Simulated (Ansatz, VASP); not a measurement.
**Two plane-wave programs on Cu**

Contents of POSCAR:

```
Cu
1.0
    2.6018217143      0.0000000000      0.0000000000
   -1.3009108572      2.2532437007      0.0000000000
    0.0000000000      0.0000000000      3.9065502410
Cu
2
Direct
    0.3333333333      0.6666666667      0.2500000000
    0.6666666667      0.3333333333      0.7500000000
```

Contents of INCAR.step1:

```
ALGO = Normal
EDIFF = 1E-4
ENCUT = 520
GGA = PE
ISMEAR = 0
LASPH = True
LCHARG = False
LREAL = False
LWAVE = True
NBANDS = 18
NELM = 80
PREC = Accurate
SIGMA = 0.15
```

The input INCAR.step2:

```
ALGO = Normal
EDIFF = 1E-6
ENCUT = 520
ISIF = 2
ISMEAR = 0
ISTART = 1
LASPH = True
LCHARG = False
LMIXTAU = True
LREAL = False
LWAVE = False
METAGGA = R2SCAN
NBANDS = 18
NELM = 80
PREC = Accurate
SIGMA = 0.15
```

KPOINTS

```
k-points
0
Gamma
  30 30 16
```

Input for Ansatz:

```yaml
crystal:
  lattice:
    - [2.6018217143, 0.0, 0.0]
    - [-1.3009108572, 2.2532437007, 0.0]
    - [0.0, 0.0, 3.906550241]
  atoms:
    - { symbol: Cu, position: [0.3333333333, 0.6666666667, 0.25] }
    - { symbol: Cu, position: [0.6666666667, 0.3333333333, 0.75] }
basis:
  ecutwfc: 500
kpoints:
  mp_grid: { grid: [30, 30, 16] }
hamiltonian:
  xc: r2scan
scf:
  occupations: { method: gaussian, width: 0.15 }
output:
  forces: true
  stress: true
  eigenvalues: true
```

Alike in both runs: task single point; functional r2SCAN; k mesh 30 × 30 × 16; occupations gaussian, width 0.15 eV; no spin polarisation.

|  | VASP | Ansatz |
| --- | --- | --- |
| version | VASP 6.6.1 | Ansatz 0.2.0 |
| potentials or method | VASP PAW PBE potentials, release 64 (Cu), cutoff 520 eV | scalar-relativistic, plane waves, PAW |
| valence electrons in the cell | 22 | 38 |

```tsv
	VASP	Ansatz	Ansatz less VASP
gap on the k mesh at the Fermi level (eV)	none	none	-
pressure (GPa)	2.0	1.3	-0.67
traceless stress, the component that is largest in VASP (GPa)	10.06	9.95	-0.105
```

VASP's potentials were made for PBE, not for r2SCAN. A gap of «none» marks a metal or a gap that the smearing closes. VASP's potentials hold 22 valence electrons a cell and Ansatz's 38, so a difference there can come from the potentials and not from the codes.
